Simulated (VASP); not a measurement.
# BAs (F-43m) in VASP: a series of runs

The runs below take BAs through single point, with HSE06, PBE-based screened hybrid with 15 % exact exchange, PBE-based screened hybrid with 75 % exact exchange, PBE-based global hybrid with 35 % exact exchange.

Everything below comes from runs of VASP 6.6.1. Logs are shortened: lines on timing, memory, paths and dates and some standing lists are left out, and cuts for length are marked.

## (1) The cell of the first run

The structure is cubic, space group F-43m (No. 216). The conventional cell has a = 4.784 Å, b = 4.784 Å, c = 4.784 Å, α = 90.00°, β = 90.00°, γ = 90.00°. B (site symmetry -43m) has 4 As at 2.07 Å within 2.7 Å. As (site symmetry -43m) has 4 B at 2.07 Å within 2.7 Å.

## (2) Single point, HSE06

POSCAR

```
BAs
1.0
    0.0000000000      2.3918698977      2.3918698977
    2.3918698977      0.0000000000      2.3918698977
    2.3918698977      2.3918698977      0.0000000000
B As
1 1
Direct
    0.0000000000      0.0000000000      0.0000000000
    0.2500000000      0.2500000000      0.2500000000
```

INCAR.step1

```
PREC = Accurate
ENCUT = 520
EDIFF = 1E-5
ISMEAR = 0
SIGMA = 0.01
LREAL = False
LASPH = True
NELM = 60
ALGO = Normal
ISIF = 2
LWAVE = True
LCHARG = False
NBANDS = 11
GGA = PE
```

INCAR.step2

```
PREC = Accurate
ENCUT = 520
EDIFF = 1E-6
ISMEAR = 0
SIGMA = 0.01
LREAL = False
LASPH = True
NELM = 60
ALGO = Normal
ISIF = 2
LWAVE = False
LCHARG = False
GGA = PE
LHFCALC = True
HFSCREEN = 0.2079
PRECFOCK = Normal
NBANDS = 11
ISTART = 1
```

KPOINTS

```
regular mesh
0
Gamma
  4 4 4
```

Potentials or basis: VASP PAW PBE potentials, release 64 (B, As).

The run is started by

```console
> cat potpaw_PBE.64/B/POTCAR potpaw_PBE.64/As/POTCAR > POTCAR
> cp INCAR.step1 INCAR
> mpirun -np 1 vasp_std > vasp.out
> cp INCAR.step2 INCAR
> mpirun -np 1 vasp_std > vasp.out
```

OUTCAR:

```text
PREC = Accurate
   ENCUT = 520
   EDIFF = 1E-6
   ISMEAR = 0
   LREAL = False
   LASPH = True
   NELM = 60
   ISIF = 2
   GGA = PE
   LHFCALC = True
   HFSCREEN = 0.2079
   PRECFOCK = Normal
   ISTART = 1

 ion  position               nearest neighbor table
   1  0.000  0.000  0.000-   2 2.07   2 2.07   2 2.07   2 2.07
   2  0.250  0.250  0.250-   1 2.07   1 2.07   1 2.07   1 2.07

  LATTYP: Found a face centered cubic cell.
 ALAT       =     4.7837397954

  Lattice vectors:

 A1 = (   0.0000000000,   2.3918698977,   2.3918698977)
 A2 = (   2.3918698977,   0.0000000000,   2.3918698977)
 A3 = (   2.3918698977,   2.3918698977,   0.0000000000)

Analysis of symmetry for initial positions (statically):
=====================================================================
 Subroutine PRICEL returns:
 Original cell was already a primitive cell.

 Routine SETGRP: Setting up the symmetry group for a
 face centered cubic supercell.

 Subroutine GETGRP returns: Found 24 space group operations
 (whereof 24 operations were pure point group operations)
 out of a pool of 48 trial point group operations.

The static configuration has the point symmetry T_d .

Analysis of symmetry for dynamics (positions and initial velocities):
=====================================================================
 Subroutine PRICEL returns:
 Original cell was already a primitive cell.

 Routine SETGRP: Setting up the symmetry group for a
 face centered cubic supercell.

 Subroutine GETGRP returns: Found 24 space group operations
 (whereof 24 operations were pure point group operations)
 out of a pool of 48 trial point group operations.

The dynamic configuration has the point symmetry T_d .

 Subroutine INISYM returns: Found 24 space group operations
 (whereof 24 operations are pure point group operations),
 and found     1 'primitive' translations

----------------------------------------------------------------------------------------

                                     Primitive cell

  volume of cell :      27.3680

  direct lattice vectors                    reciprocal lattice vectors
     0.000000000  2.391869898  2.391869898    -0.209041470  0.209041470  0.209041470
     2.391869898  0.000000000  2.391869898     0.209041470 -0.209041470  0.209041470
     2.391869898  2.391869898  0.000000000     0.209041470  0.209041470 -0.209041470

  length of vectors
[... 81 lines left out ...]
   EFERMI_NEDOS =   21; number of points for ismear=-14 and -15
   IALGO  =     38    algorithm
   IMIX   =      1    mixing-type and parameters
     AMIX     =   0.40;   BMIX     =  1.00
     AMIX_MAG =   1.60;   BMIX_MAG =  1.00
  volume/ion in A,a.u.               =      13.68        92.34
  Fermi-wavevector in a.u.,A,eV,Ry     =   1.086486  2.053160 16.061008  1.180451
  Thomas-Fermi vector in A             =   2.222623
   LORBIT       =      0    0 simple, 1 ext, 2 COOP (PROOUT), +10 PAW based schemes
   GGA     = PE    functional components
   LHFCALC =     T    Hartree Fock is set to
   PRECFOCK=normal    Normal, Fast or Accurate (Low or Medium for compatibility)
   ENCUT4O =  -1.0   cutoff for four orbital integrals eV
   NKREDX  =     1    reduce k-point grid by
   NKREDY  =     1    reduce k-point grid by
   NKREDZ  =     1    reduce k-point grid by
   AEXX    =    0.2500 exact exchange contribution
   HFSCREEN=    0.2079 screening length (either q_TF or 0.3 A-1)
   HFSCREENC=   0.2079 screening length for correlation (either q_TF or 0.3 A-1)
   ENCUTFOCK=  -1.0 apply spherical cutoff to Coloumb kernel
   IVDW    =     0    specifies the selected vdW correction
   LEPSILON=     F    determine dielectric tensor
   LRPA    =     F    only Hartree local field effects (RPA)
 non-spin polarized calculation
 Gauss-broadening in eV      SIGMA  =   0.01
  energy-cutoff  :      520.00
  volume of cell :       27.37
 maximum number of plane-waves:       754
 NGX is ok and might be reduce to    28
  NGX = 20; NGY = 20; NGZ = 20

 number of electron       8.0000000 magnetization

 Free energy of the ion-electron system (eV)
  ---------------------------------------------------
  ext. energy  EPLUGINS =         0.00000000
  ---------------------------------------------------
  free energy    TOTEN  =       -13.09136204 eV

  energy without entropy =      -13.09136204  energy(sigma->0) =      -13.09136204

 E-fermi :   5.7467     XC(G=0):  -8.7313

 val. band max:        5.6688381973   @ k =   0.0000   0.0000   0.0000
 cond. band min:       7.7887229999   @ k =   0.5000   0.5000   0.0000
 fundamental gap:      2.1198848026
 Fermi energy:         5.7466779824

 k-point     1 :       0.0000    0.0000    0.0000
  band No.  band energies     occupation
      1     -11.2156      2.00000
      2       5.6688      2.00000
      3       5.6688      2.00000
      4       5.6688      2.00000
      5       9.8066      0.00000
      6       9.8066      0.00000
      7       9.8066      0.00000
      8      11.5475      0.00000
      9      16.3061      0.00000
     10      19.7131      0.00000
     11      19.7131      0.00000
[... 85 lines left out ...]
 k-point     8 :      -0.2500    0.5000    0.2500
  band No.  band energies     occupation
      1      -6.3648      2.00000
      2      -3.2638      2.00000
      3      -0.2437      2.00000
      4       0.0715      2.00000
      5      11.8594      0.00000
      6      12.8319      0.00000
      7      13.3569      0.00000
      8      13.8181      0.00000
      9      19.4513      0.00000
     10      22.6798      0.00000
     11      22.7344      0.00000

------------------------ aborting loop because EDIFF is reached ----------------------------------------

  FORCE on cell =-STRESS in cart. coord.  units (eV):
  Direction    XX          YY          ZZ          XY          YZ          ZX
  --------------------------------------------------------------------------------------
  -------------------------------------------------------------------------------------
  Total       -0.1008381     -0.1008381     -0.1008381      0.0000000     -0.0000000      0.0000000
  in kB       -5.9032695     -5.9032695     -5.9032695      0.0000000     -0.0000000      0.0000000
  external PRESSURE =      -5.9032695 kB  Pullay stress =       0.0000000 kB

 VOLUME and BASIS-vectors are now :
 -----------------------------------------------------------------------------
  energy-cutoff  :      520.00
  volume of cell :       27.37
      direct lattice vectors                 reciprocal lattice vectors
     0.000000000  2.391869898  2.391869898    -0.209041470  0.209041470  0.209041470
     2.391869898  0.000000000  2.391869898     0.209041470 -0.209041470  0.209041470
     2.391869898  2.391869898  0.000000000     0.209041470  0.209041470 -0.209041470

 POSITION                                       TOTAL-FORCE (eV/Angst)
 -----------------------------------------------------------------------------------
      0.00000      0.00000      0.00000         0.000000      0.000000      0.000000
      1.19593      1.19593      1.19593        -0.000000     -0.000000     -0.000000
 -----------------------------------------------------------------------------------
    total drift:                                0.000001      0.000000      0.000000

  FREE ENERGIE OF THE ION-ELECTRON SYSTEM (eV)
  ---------------------------------------------------
  free  energy   TOTEN  =       -13.0913620378 eV

  energy  without entropy=      -13.0913620378  energy(sigma->0) =      -13.09136204
```

It took 2.3 min on 1 thread of Intel Xeon 8259CL, shared host; peak memory 0.26 GiB.

What came out:

```
Free energy            : -13.0914 eV
Pressure               : -0.6 GPa
Band gap on the k mesh : 2.12 eV (least direct gap 4.14 eV)
```

Caveat: the k points lie up to 0.57 Å⁻¹ apart; the PAW data sets were made with another functional, which shifts forces and pressure a little. A k mesh can miss the band edges.

## (3) Single point, PBE-based screened hybrid with 15 % exact exchange

POSCAR is that of step 2.

INCAR.step1

```
SYSTEM = BAs
PREC = Accurate ; ENCUT = 520
EDIFF = 1E-5 ; ISMEAR = 0
SIGMA = 0.01 ; LREAL = .False.
LASPH = .True. ; NELM = 60
ALGO = Normal ; ISIF = 2
LWAVE = .True. ; NBANDS = 11
GGA = PE
```

INCAR.step2

```
SYSTEM = BAs
PREC = Accurate ; ENCUT = 520
EDIFF = 1E-6 ; ISMEAR = 0
SIGMA = 0.01 ; LREAL = .False.
LASPH = .True. ; NELM = 60
ALGO = Normal ; ISIF = 2
LWAVE = .False. ; LCHARG = .True.
GGA = PE ; LHFCALC = .True.
AEXX = 0.15 ; HFSCREEN = 0.3
PRECFOCK = Normal ; LELF = .True.
LVHAR = .True. ; NBANDS = 11
ISTART = 1
```

KPOINTS

```
Automatic mesh
0
Gamma
  4 4 4
  0 0 0
```

Potentials or basis: VASP PAW PBE potentials, release 64 (B, As).

The run is started by

```console
> cat potpaw_PBE.64/B/POTCAR potpaw_PBE.64/As/POTCAR > POTCAR
> cp INCAR.step1 INCAR
> mpirun -np 1 vasp_std > vasp.out
> cp INCAR.step2 INCAR
> mpirun -np 1 vasp_std > vasp.out
```

Run time: 2.8 min. Hardware: 1 thread of Intel Xeon 8259CL, shared host; peak memory 0.26 GiB.

Results (log left out):

```
Free energy            : -12.1269 eV
Pressure               : 1.2 GPa
Band gap on the k mesh : 1.72 eV (least direct gap 3.66 eV)
```

Levels at points of the mesh, in eV from the valence-band top:
```csv
k point,band 1,band 2,band 3,band 4,band 5,band 6,band 7,band 8,band 9
"(0.00, 0.00, 0.00)",-16.22,0.00,0.00,0.00,3.66,3.66,3.66,5.24,10.07
"(0.50, 0.00, 0.00)",-13.18,-9.23,-1.90,-1.90,3.09,5.20,5.20,9.42,13.37
"(0.50, 0.50, 0.00)",-11.76,-9.01,-4.26,-4.26,1.72,1.77,12.12,12.12,13.64
```

Caveat: the k points lie up to 0.57 Å⁻¹ apart; the PAW data sets were made with another functional, which shifts forces and pressure a little. A k mesh can miss the band edges.

## (4) Single point, PBE-based screened hybrid with 75 % exact exchange

POSCAR is that of step 3.

INCAR.step1

```
SYSTEM = BAs
ALGO     = Normal         ! electronic algorithm
EDIFF    = 1E-5           ! SCF threshold, eV
ENCUT    = 520            ! plane-wave cutoff, eV
GGA      = PE             ! functional
ISIF     = 2              ! what is computed and relaxed
ISMEAR   = 0              ! smearing method
LASPH    = .True.         ! aspherical terms in the spheres
LREAL    = .False.        ! projectors in reciprocal space
LWAVE    = .True.         ! write WAVECAR
NBANDS   = 11             ! bands
NELM     = 80             ! most SCF steps
PREC     = Accurate       ! precision mode
SIGMA    = 0.01           ! smearing width, eV
```

INCAR.step2

```
SYSTEM = BAs
AEXX     = 0.75           ! exact-exchange fraction
ALGO     = Normal         ! electronic algorithm
EDIFF    = 1E-6           ! SCF threshold, eV
ENCUT    = 520            ! plane-wave cutoff, eV
GGA      = PE             ! functional
HFSCREEN = 0.3            ! screening, 1/A
ISIF     = 2              ! what is computed and relaxed
ISMEAR   = 0              ! smearing method
ISTART   = 1            
LASPH    = .True.         ! aspherical terms in the spheres
LCHARG   = .True.         ! write CHGCAR
LELF     = .True.         ! ELF
LHFCALC  = .True.         ! exact exchange
LREAL    = .False.        ! projectors in reciprocal space
LVHAR    = .True.       
LWAVE    = .False.        ! write WAVECAR
NBANDS   = 11             ! bands
NELM     = 80             ! most SCF steps
PREC     = Accurate       ! precision mode
PRECFOCK = Normal       
SIGMA    = 0.01           ! smearing width, eV
```

KPOINTS

```
k-points
0
Gamma
  4 4 4
  0 0 0
```

Potentials or basis: VASP PAW PBE potentials, release 64 (B, As).

The run is started by

```console
> cat potpaw_PBE.64/B/POTCAR potpaw_PBE.64/As/POTCAR > POTCAR
> cp INCAR.step1 INCAR
> mpirun -np 1 vasp_std > vasp.out
> cp INCAR.step2 INCAR
> mpirun -np 1 vasp_std > vasp.out
```

OUTCAR:

```text
SYSTEM = BAs
   AEXX = 0.75
   EDIFF = 1E-6
   ENCUT = 520
   GGA = PE
   HFSCREEN = 0.3
   ISIF = 2
   ISMEAR = 0
   ISTART = 1
   LASPH = .True.
   LHFCALC = .True.
   LREAL = .False.
   NELM = 80
   PREC = Accurate
   PRECFOCK = Normal

 ion  position               nearest neighbor table
   1  0.000  0.000  0.000-   2 2.07   2 2.07   2 2.07   2 2.07
   2  0.250  0.250  0.250-   1 2.07   1 2.07   1 2.07   1 2.07

  LATTYP: Found a face centered cubic cell.
 ALAT       =     4.7837397954

  Lattice vectors:

 A1 = (   0.0000000000,   2.3918698977,   2.3918698977)
 A2 = (   2.3918698977,   0.0000000000,   2.3918698977)
 A3 = (   2.3918698977,   2.3918698977,   0.0000000000)

Analysis of symmetry for initial positions (statically):
=====================================================================
 Subroutine PRICEL returns:
 Original cell was already a primitive cell.

 Routine SETGRP: Setting up the symmetry group for a
 face centered cubic supercell.

 Subroutine GETGRP returns: Found 24 space group operations
 (whereof 24 operations were pure point group operations)
 out of a pool of 48 trial point group operations.

The static configuration has the point symmetry T_d .

Analysis of symmetry for dynamics (positions and initial velocities):
=====================================================================
 Subroutine PRICEL returns:
 Original cell was already a primitive cell.

 Routine SETGRP: Setting up the symmetry group for a
 face centered cubic supercell.

 Subroutine GETGRP returns: Found 24 space group operations
 (whereof 24 operations were pure point group operations)
 out of a pool of 48 trial point group operations.

The dynamic configuration has the point symmetry T_d .

 Subroutine INISYM returns: Found 24 space group operations
 (whereof 24 operations are pure point group operations),
 and found     1 'primitive' translations

----------------------------------------------------------------------------------------
[... 111 lines left out ...]
   ENCUTFOCK=  -1.0 apply spherical cutoff to Coloumb kernel
   IVDW    =     0    specifies the selected vdW correction
   LEPSILON=     F    determine dielectric tensor
   LRPA    =     F    only Hartree local field effects (RPA)
 non-spin polarized calculation
 Gauss-broadening in eV      SIGMA  =   0.01
  energy-cutoff  :      520.00
  volume of cell :       27.37
 maximum number of plane-waves:       754
 NGX is ok and might be reduce to    28
  NGX = 20; NGY = 20; NGZ = 20

 number of electron       8.0000000 magnetization

 Free energy of the ion-electron system (eV)
  ---------------------------------------------------
  ext. energy  EPLUGINS =         0.00000000
  ---------------------------------------------------
  free energy    TOTEN  =       -16.03118776 eV

  energy without entropy =      -16.03118776  energy(sigma->0) =      -16.03118776

 E-fermi :   5.0436     XC(G=0):  -5.5284

 val. band max:        4.9695004953   @ k =   0.0000   0.0000   0.0000
 cond. band min:       8.0568971139   @ k =   0.5000   0.5000   0.0000
 fundamental gap:      3.0873966186
 Fermi energy:         5.0435705147

 k-point     1 :       0.0000    0.0000    0.0000
  band No.  band energies     occupation
      1     -14.5120      2.00000
      2       4.9695      2.00000
      3       4.9695      2.00000
      4       4.9695      2.00000
      5      10.4366      0.00000
      6      10.4366      0.00000
      7      10.4366      0.00000
      8      12.8290      0.00000
      9      17.2325      0.00000
     10      20.6879      0.00000
     11      20.6880      0.00000
[... 85 lines left out ...]
 k-point     8 :      -0.2500    0.5000    0.2500
  band No.  band energies     occupation
      1      -8.6864      2.00000
      2      -5.4006      2.00000
      3      -1.5465      2.00000
      4      -1.2123      2.00000
      5      12.5132      0.00000
      6      13.9268      0.00000
      7      14.0563      0.00000
      8      14.8360      0.00000
      9      21.1492      0.00000
     10      24.2711      0.00000
     11      24.3838      0.00000

------------------------ aborting loop because EDIFF is reached ----------------------------------------

  FORCE on cell =-STRESS in cart. coord.  units (eV):
  Direction    XX          YY          ZZ          XY          YZ          ZX
  --------------------------------------------------------------------------------------
  -------------------------------------------------------------------------------------
  Total       -1.2035651     -1.2035651     -1.2035651      0.0000000      0.0000000     -0.0000000
  in kB      -70.4591690    -70.4591690    -70.4591690      0.0000000      0.0000000     -0.0000000
  external PRESSURE =     -70.4591690 kB  Pullay stress =       0.0000000 kB

 VOLUME and BASIS-vectors are now :
 -----------------------------------------------------------------------------
  energy-cutoff  :      520.00
  volume of cell :       27.37
      direct lattice vectors                 reciprocal lattice vectors
     0.000000000  2.391869898  2.391869898    -0.209041470  0.209041470  0.209041470
     2.391869898  0.000000000  2.391869898     0.209041470 -0.209041470  0.209041470
     2.391869898  2.391869898  0.000000000     0.209041470  0.209041470 -0.209041470

 POSITION                                       TOTAL-FORCE (eV/Angst)
 -----------------------------------------------------------------------------------
      0.00000      0.00000      0.00000         0.000000     -0.000000      0.000000
      1.19593      1.19593      1.19593        -0.000000      0.000000      0.000000
 -----------------------------------------------------------------------------------
    total drift:                                0.000002      0.000001      0.000001

  FREE ENERGIE OF THE ION-ELECTRON SYSTEM (eV)
  ---------------------------------------------------
  free  energy   TOTEN  =       -16.0311877559 eV

  energy  without entropy=      -16.0311877559  energy(sigma->0) =      -16.03118776
```

OUTCAR.step1:

```text
SYSTEM = BAs
   EDIFF = 1E-5
   ENCUT = 520
   GGA = PE
   ISIF = 2
   ISMEAR = 0
[... 316 lines left out ...]
      0.00000      0.00000      0.00000         0.000000      0.000000      0.000000
      1.19593      1.19593      1.19593        -0.000000     -0.000000     -0.000000
 -----------------------------------------------------------------------------------
    total drift:                               -0.000000     -0.000000     -0.000000

  FREE ENERGIE OF THE ION-ELECTRON SYSTEM (eV)
  ---------------------------------------------------
  free  energy   TOTEN  =       -11.2304841410 eV

  energy  without entropy=      -11.2304841410  energy(sigma->0) =      -11.23048414
```

It took 4 min on 1 thread of Intel Xeon 8259CL, shared host; peak memory 0.26 GiB.

Results:

```
Free energy            : -16.0312 eV
Pressure               : -7.0 GPa
Band gap on the k mesh : 3.09 eV (least direct gap 5.47 eV)
```

Levels at points of the mesh, in eV from the valence-band top:
| k point | band 2 | band 3 | band 4 | band 5 | band 6 | band 7 |
| --- | --- | --- | --- | --- | --- | --- |
| (0.00, 0.00, 0.00) | 0.00 | 0.00 | 0.00 | 5.47 | 5.47 | 5.47 |
| (0.50, 0.00, 0.00) | -10.95 | -2.18 | -2.18 | 4.96 | 7.10 | 7.10 |
| (0.50, 0.50, 0.00) | -10.88 | -4.95 | -4.95 | 3.09 | 3.27 | 15.44 |

Caveat: the k points lie up to 0.57 Å⁻¹ apart; the PAW data sets were made with another functional, which shifts forces and pressure a little. A k mesh can miss the band edges.

[end of part 1 of 2]
